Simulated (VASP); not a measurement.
Ni:

```xyz
4
Lattice="1.8738 -3.1757 0.0000 1.8738 3.1757 0.0000 0.0000 0.0000 3.7526" Properties=species:S:1:pos:R:3 pbc="T T T"
Ni    1.8738    2.2071    0.2946
Ni    1.8738   -0.9686    1.5817
Ni    1.8738   -2.2071    3.4580
Ni    1.8738    0.9686    2.1709
```

* Program: VASP 6.6.1
* Task: relaxation of cell and atoms
* Functional: PBE
* Potentials or basis: VASP PAW PBE potentials, release 64 (Ni)
* Cutoff: 600 eV
* k mesh: 6 × 6 × 4
* Occupations: gaussian, width 0.1 eV
* Spin: collinear spin, ferromagnetic start
* Starting moments: [0.77, 0.77, 0.77, 0.77] μB

At the start: pressure 34.8 GPa; volume 11.17 Å³/atom.

Q: How do energy, volume and symmetry change on relaxing?

A: Over 22 steps the energy falls by 472.2 meV/atom and the volume is 11.92 Å³/atom (+6.7 %); space group Cmce (No. 64, to 0.1 Å) before, Fmmm (No. 69, to 0.1 Å); moment 2.63 μB per cell.

Step by step:
| step | energy change (eV) | largest force (eV/Å) | pressure (GPa) | volume (Å³) |
| --- | --- | --- | --- | --- |
| 1 | 0.0000 | 0.9515 | 34.82 | 44.66 |
| 2 | -0.4098 | 0.2594 | -14.06 | 62.16 |
| 3 | -0.8732 | 0.3158 | -0.76 | 53.33 |
| 4 | -0.8733 | 0.3136 | -0.31 | 53.14 |
| 5 | -0.9035 | 0.3498 | -0.27 | 53.03 |
| 6 | -1.0053 | 0.4745 | -0.25 | 52.65 |
| 7 | -1.2579 | 0.7471 | -0.89 | 51.71 |
| 8 | -1.7676 | 0.8731 | -1.06 | 49.16 |
| 9 | -1.6807 | 1.1851 | 3.02 | 47.86 |
| 10 | -1.7785 | 0.8774 | -0.58 | 48.91 |
| 11 | -1.8030 | 0.7568 | -0.91 | 48.77 |
| 12 | -1.8134 | 0.6759 | -1.02 | 48.61 |
| 13 | -1.8328 | 0.5834 | -1.10 | 48.51 |
| 14 | -1.8727 | 0.2862 | -1.14 | 48.21 |
| 15 | -1.8548 | 0.4479 | 0.09 | 47.60 |
| 16 | -1.8825 | 0.0665 | -0.86 | 48.00 |
| 17 | -1.8826 | 0.0447 | -0.83 | 47.97 |
| 18 | -1.8853 | 0.0371 | -0.28 | 47.78 |
| 19 | -1.8871 | 0.0348 | 1.23 | 47.32 |
| 20 | -1.8873 | 0.0326 | 0.87 | 47.43 |
| 21 | -1.8886 | 0.0091 | 0.30 | 47.57 |
| 22 | -1.8887 | 0.0106 | -0.10 | 47.67 |

Final structure:
```
CELL_PARAMETERS angstrom
1.61026 -4.11169 0.00000
1.61026 4.11169 0.00000
0.00000 0.00000 3.59979
ATOMIC_POSITIONS crystal
Ni 0.14066 0.85934 0.00023
Ni 0.64066 0.35934 0.49977
Ni 0.85934 0.14066 0.99977
Ni 0.35934 0.64066 0.50023
```

Caveat: the k points lie up to 0.44 Å⁻¹ apart in the final cell; a cell axis changed by over 15 % at a fixed basis, so the end point is rough.
